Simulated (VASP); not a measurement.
Crystal: TiAl.

```
Ti Al
1.0
     3.26571    0.00000    0.00000
     0.00000    3.26571    0.00000
     0.00000    0.00000    3.26571
Ti Al
1 1
Direct
  0.50000 0.50000 0.50000
  0.00000 0.00000 0.00000
```

| Property | Result |
| --- | --- |
| Program | VASP 6.6.1 |
| Task | relaxation of cell and atoms |
| Functional | PBEsol |
| Potentials or basis | VASP PAW PBE potentials, release 64 (Ti_sv, Al) |
| Cutoff | 500 eV |
| k mesh | 6 × 6 × 6 |
| Occupations | gaussian, width 0.1 eV |
| Spin | no spin polarisation |

At the start: pressure -10.0 GPa; volume 17.41 Å³/atom.

Task: Where does the relaxation end?

Result: Over 3 steps the energy falls by 58.5 meV/atom and the volume is 15.71 Å³/atom (-9.8 %); space group Pm-3m (No. 221, to 0.05 Å).

The path:
| step | energy change (eV) | largest force (eV/Å) | pressure (GPa) | volume (Å³) |
| --- | --- | --- | --- | --- |
| 1 | 0.0000 | 0.0000 | -10.02 | 34.83 |
| 2 | -0.0756 | 0.0000 | 7.81 | 29.62 |
| 3 | -0.1170 | 0.0000 | -0.02 | 31.41 |

Final structure:
```
CELL_PARAMETERS angstrom
3.15520 0.00000 0.00000
0.00000 3.15520 0.00000
0.00000 0.00000 3.15520
ATOMIC_POSITIONS crystal
Ti 0.50000 0.50000 0.50000
Al 0.00000 0.00000 0.00000
```

Caveat: the PAW data sets were made with another functional, which shifts forces and pressure a little.
